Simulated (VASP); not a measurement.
**Ga: relaxation of cell and atoms with PBE**

Ga:

```
Ga
1.0
     4.80174    0.00000    0.00000
    -2.40087    4.15843    0.00000
     0.00000    0.00000    2.88076
Ga
3
Direct
  0.00000 0.00000 0.00000
  0.33333 0.66667 0.50000
  0.66667 0.33333 0.50000
```

- Program: VASP 6.6.1
- Task: relaxation of cell and atoms
- Functional: PBE
- Potentials or basis: VASP PAW PBE potentials, release 64 (Ga_d)
- Cutoff: 600 eV
- k mesh: 12 × 12 × 16
- Occupations: gaussian, width 0.1 eV
- Spin: no spin polarisation
- Dipole correction: no
- Further INCAR settings: ALGO = Fast; EDIFF = 1e-06; IBRION = 2; EDIFFG = -0.01; NSW = 100; ISIF = 3

| Item | Value |
| --- | --- |
| Relaxed volume | 19.26 Å³/atom |
| Relaxed cell | a = 4.837 Å, b = 4.837 Å, c = 2.852 Å, α = 90.00°, β = 90.00°, γ = 120.00° |
| Space group after relaxing (to 0.05 Å) | P6/mmm (No. 191) |
| Energy gained by relaxing | 0.9 meV/atom |
| Ionic steps | 9 |
| Pressure after relaxing | 0.0 GPa |

Step by step:
| step | energy change (eV) | largest force (eV/Å) | pressure (GPa) | volume (Å³) |
| --- | --- | --- | --- | --- |
| 1 | 0.0000 | 0.0000 | 0.21 | 57.52 |
| 2 | -0.0012 | 0.0000 | 0.18 | 57.73 |
| 3 | -0.0018 | 0.0000 | -0.38 | 58.34 |
| 4 | -0.0023 | 0.0000 | -0.37 | 58.10 |
| 5 | -0.0025 | 0.0000 | -0.13 | 57.86 |
| 6 | -0.0025 | 0.0000 | -0.20 | 57.95 |
| 7 | -0.0025 | 0.0000 | -0.12 | 57.91 |
| 8 | -0.0025 | 0.0000 | -0.15 | 57.93 |
| 9 | -0.0026 | 0.0000 | -0.04 | 57.79 |

Final structure:
```xyz
3
Lattice="4.8374 0.0000 0.0000 -2.4187 4.1893 0.0000 0.0000 0.0000 2.8515" Properties=species:S:1:pos:R:3 pbc="T T T"
Ga    0.0000    0.0000    2.8515
Ga    0.0000    2.7929    1.4258
Ga    2.4187    1.3964    1.4258
```

Levels at points of the mesh, in eV from the Fermi level:
| k point | band 15 | band 16 | band 17 | band 18 | band 19 | band 20 | band 21 | band 22 | band 23 |
| --- | --- | --- | --- | --- | --- | --- | --- | --- | --- |
| (0.00, 0.00, 0.00) | -14.66 | -10.88 | -3.28 | -3.12 | -1.42 | -1.42 | -1.29 | -1.29 | 6.74 |
| (0.50, 0.00, 0.00) | -14.65 | -8.69 | -8.68 | -4.71 | -3.73 | 3.75 | 3.89 | 5.07 | 5.26 |
| (0.00, 0.00, 0.50) | -14.60 | -6.55 | -5.62 | 1.23 | 1.27 | 1.43 | 1.50 | 1.61 | 1.61 |
| (0.50, 0.00, 0.50) | -14.62 | -4.58 | -4.24 | -3.70 | -3.12 | -0.30 | 0.13 | 0.31 | 2.04 |

Run time: 30 min on 1 thread of Oxide Virtual Turin-like Processor, on a shared host, peak memory 0.32 GiB.
